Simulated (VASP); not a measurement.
# CaSe (Fm-3m) in VASP: settings compared, part 2 of 2

VASP 6.6.1. The steps go on from the part before.

## Step 4: Single point, r2SCAN

Contents of POSCAR:

```
CaSe
1.0
    0.0000000000      2.9675351118      2.9675351118
    2.9675351118      0.0000000000      2.9675351118
    2.9675351118      2.9675351118      0.0000000000
Ca Se
1 1
Direct
    0.0000000000      0.0000000000      0.0000000000
    0.5000000000      0.5000000000      0.5000000000
```

Contents of INCAR.step1:

```
ALGO = Normal
EDIFF = 1E-4
ENCUT = 520
GGA = PE
ISMEAR = -1
LASPH = True
LCHARG = False
LREAL = False
LWAVE = True
NBANDS = 15
NELM = 80
PREC = Accurate
SIGMA = 0.02
```

Contents of INCAR.step2:

```
ALGO = Normal
EDIFF = 1E-7
ENCUT = 520
ISIF = 2
ISMEAR = -1
ISTART = 1
LASPH = True
LCHARG = True
LELF = True
LMIXTAU = True
LREAL = False
LVHAR = True
LWAVE = False
METAGGA = R2SCAN
NBANDS = 15
NELM = 80
PREC = Accurate
SIGMA = 0.02
```

Contents of KPOINTS:

```
k-points
0
Gamma
  6 6 6
```

Potentials or basis: VASP PAW PBE potentials, release 64 (Ca_sv, Se).

Launch:

```
$ cat potpaw_PBE.64/Ca_sv/POTCAR potpaw_PBE.64/Se/POTCAR > POTCAR
$ cp INCAR.step1 INCAR
$ mpirun -np 1 vasp_std > vasp.out
$ cp INCAR.step2 INCAR
$ mpirun -np 1 vasp_std > vasp.out
```

OUTCAR:

```text
EDIFF = 1E-7
   ENCUT = 520
   ISIF = 2
   ISMEAR = -1
   ISTART = 1
   LASPH = True
   LREAL = False
   METAGGA = R2SCAN
   NELM = 80
   PREC = Accurate

 ion  position               nearest neighbor table
   1  0.000  0.000  0.000-   2 2.97   2 2.97   2 2.97   2 2.97   2 2.97   2 2.97
   2  0.500  0.500  0.500-   1 2.97   1 2.97   1 2.97   1 2.97   1 2.97   1 2.97

  LATTYP: Found a face centered cubic cell.
 ALAT       =     5.9350702236

  Lattice vectors:

 A1 = (   0.0000000000,   2.9675351118,   2.9675351118)
 A2 = (   2.9675351118,   0.0000000000,   2.9675351118)
 A3 = (   2.9675351118,   2.9675351118,   0.0000000000)

Analysis of symmetry for initial positions (statically):
=====================================================================
 Subroutine PRICEL returns:
 Original cell was already a primitive cell.

 Routine SETGRP: Setting up the symmetry group for a
 face centered cubic supercell.

 Subroutine GETGRP returns: Found 48 space group operations
 (whereof 48 operations were pure point group operations)
 out of a pool of 48 trial point group operations.

[... 165 lines left out ...]
      5     -10.0435      2.00000
      6       2.1151      2.00000
      7       2.1151      2.00000
      8       2.1151      2.00000
      9       6.1941      0.00000
     10       6.3447      0.00000
     11       6.3447      0.00000
     12       6.3447      0.00000
     13       6.9337      0.00000
     14       6.9337      0.00000
[... 257 lines left out ...]
      2     -19.3898      2.00000
      3     -19.3665      2.00000
      4     -19.3599      2.00000
      5      -9.3857      2.00000
      6      -0.1564      2.00000
      7       0.5571      2.00000
      8       0.6302      2.00000
      9       5.9298      0.00000
     10       7.9078      0.00000
     11       8.0299      0.00000
     12       8.5268      0.00000
     13       8.7410      0.00000
     14       9.8105      0.00000
     15      12.3024      0.00000

------------------------ aborting loop because EDIFF is reached ----------------------------------------

  FORCE on cell =-STRESS in cart. coord.  units (eV):
  Direction    XX          YY          ZZ          XY          YZ          ZX
  --------------------------------------------------------------------------------------
  -------------------------------------------------------------------------------------
  Total        0.0764014      0.0764014      0.0764014     -0.0000000      0.0000000     -0.0000000
  in kB        2.3420395      2.3420395      2.3420395     -0.0000000      0.0000000     -0.0000000
  external PRESSURE =       2.3420395 kB  Pullay stress =       0.0000000 kB

 VOLUME and BASIS-vectors are now :
 -----------------------------------------------------------------------------
  energy-cutoff  :      520.00
  volume of cell :       52.27
      direct lattice vectors                 reciprocal lattice vectors
     0.000000000  2.967535112  2.967535112    -0.168490003  0.168490003  0.168490003
     2.967535112  0.000000000  2.967535112     0.168490003 -0.168490003  0.168490003
     2.967535112  2.967535112  0.000000000     0.168490003  0.168490003 -0.168490003

 POSITION                                       TOTAL-FORCE (eV/Angst)
 -----------------------------------------------------------------------------------
      0.00000      0.00000      0.00000         0.000000      0.000000     -0.000000
      2.96754      2.96754      2.96754         0.000000     -0.000000      0.000000
 -----------------------------------------------------------------------------------
    total drift:                                0.000000     -0.000000     -0.000000

  FREE ENERGIE OF THE ION-ELECTRON SYSTEM (eV)
  ---------------------------------------------------
  free  energy   TOTEN  =       -25.9785427899 eV

  energy  without entropy=      -25.9785427899  energy(sigma->0) =      -25.97854279
```

OUTCAR.step1:

```text
EDIFF = 1E-4
   ENCUT = 520
   GGA = PE
   ISMEAR = -1
   LASPH = True
[... 497 lines left out ...]
      0.00000      0.00000      0.00000        -0.000000     -0.000000     -0.000000
      2.96754      2.96754      2.96754         0.000000      0.000000      0.000000
 -----------------------------------------------------------------------------------
    total drift:                                0.000000     -0.000000     -0.000000

  FREE ENERGIE OF THE ION-ELECTRON SYSTEM (eV)
  ---------------------------------------------------
  free  energy   TOTEN  =        -9.4830579957 eV

  energy  without entropy=       -9.4830579957  energy(sigma->0) =       -9.48305800
```

OSZICAR.step1:

```text
N       E                     dE             d eps       ncg     rms          rms(c)
DAV:   1     0.106979937141E+03    0.10698E+03   -0.73577E+03   480   0.973E+02
DAV:   2    -0.465441623096E+01   -0.11163E+03   -0.10560E+03   592   0.240E+02
DAV:   3    -0.940244775542E+01   -0.47480E+01   -0.46685E+01   634   0.479E+01
DAV:   4    -0.962423086696E+01   -0.22178E+00   -0.22172E+00   657   0.877E+00
DAV:   5    -0.962606470213E+01   -0.18338E-02   -0.18336E-02   620   0.839E-01    0.426E+00
DAV:   6    -0.948626845883E+01    0.13980E+00   -0.18632E-01   578   0.229E+00    0.253E+00
DAV:   7    -0.947905033714E+01    0.72181E-02   -0.99624E-02   631   0.199E+00    0.812E-01
DAV:   8    -0.948295853567E+01   -0.39082E-02   -0.11232E-02   522   0.828E-01    0.112E-01
DAV:   9    -0.948305799569E+01   -0.99460E-04   -0.60394E-04   641   0.251E-01
   1 F= -.94830580E+01 E0= -.94830580E+01  d E =-.162841E-10
```

It took 31 s on 1 thread of Intel Xeon 6975P-C (Granite Rapids), shared host; peak memory 0.19 GiB.

Results:

| Item | Value |
| --- | --- |
| Free energy | -25.9785 eV |
| Pressure | 0.2 GPa |
| Band gap on the k mesh | 2.52 eV, indirect (least direct gap 3.46 eV) |

Levels at points of the mesh, in eV from the valence-band top:
```
           k point  band 6  band 7  band 8  band 9  band 10  band 11
(0.00, 0.00, 0.00)    0.00    0.00    0.00    4.08     4.23     4.23
(0.50, 0.00, 0.00)   -3.24   -1.17   -1.17    5.10     6.07     6.09
(0.50, 0.50, 0.00)   -2.52   -0.94   -0.94    2.52     5.60     5.76
```

Caveat: the PAW data sets were made with another functional, which shifts forces and pressure a little.

## Step 5: Single point, PBE

Contents of INCAR:

```
ALGO = Normal
EDIFF = 1E-6
ENCUT = 520
GGA = PE
ISIF = 2
ISMEAR = -1
LASPH = True
LCHARG = True
LELF = True
LREAL = False
LVHAR = True
LWAVE = False
NBANDS = 15
NELM = 100
PREC = Accurate
SIGMA = 0.02
```

Contents of KPOINTS:

```
k-points
0
Gamma
  8 8 8
```

POSCAR is that of step 4.

Launch:

```
$ cat potpaw_PBE.64/Ca_sv/POTCAR potpaw_PBE.64/Se/POTCAR > POTCAR
$ mpirun -np 1 vasp_std > vasp.out
```

It took 8.4 s on 1 thread of Intel Xeon 6975P-C (Granite Rapids), shared host; peak memory 0.17 GiB.

It converged, with:

| Quantity | Value |
| --- | --- |
| Free energy | -9.4840 eV |
| Pressure | 0.7 GPa |
| Band gap on the k mesh | 2.05 eV, indirect (least direct gap 2.97 eV) |

Levels at points of the mesh, in eV from the valence-band top:
```
           k point  band 5  band 6  band 7  band 8  band 9  band 10  band 11  band 12
(0.00, 0.00, 0.00)  -11.76    0.00    0.00    0.00    3.29     3.71     3.71     3.71
(0.50, 0.00, 0.00)  -11.09   -3.25   -1.18   -1.18    4.50     5.45     5.48     5.48
(0.50, 0.50, 0.00)  -11.20   -2.49   -0.92   -0.92    2.05     5.01     5.02     5.98
```

A k mesh can miss the band edges.

## Step 6: Overview

```csv
level,cell,k mesh,smearing,gap on the mesh (eV),pressure (GPa)
PBE,"a = 4.197 Å, angles 60.0°, 2 atoms",4 × 4 × 4,gaussian 0.01 eV,2.04,0.9
PBE,"a = 4.214 Å, angles 60.0°, 2 atoms",6 × 6 × 6,fermi-dirac 0.02 eV,2.08,0.1
r2SCAN,"a = 4.197 Å, angles 60.0°, 2 atoms",6 × 6 × 6,fermi-dirac 0.02 eV,2.52,0.2
PBE,"a = 4.197 Å, angles 60.0°, 2 atoms",8 × 8 × 8,fermi-dirac 0.02 eV,2.05,0.7
```

Alike in all rows: task single point; potentials or basis VASP PAW PBE potentials, release 64 (Ca_sv, Se); no spin polarisation; cutoff (eV) 520.

Caveats: some runs use coarse meshes; the PAW data sets were made with another functional, which shifts forces and pressure a little (some runs).

Absolute energies hang on the potentials; compare differences alone.
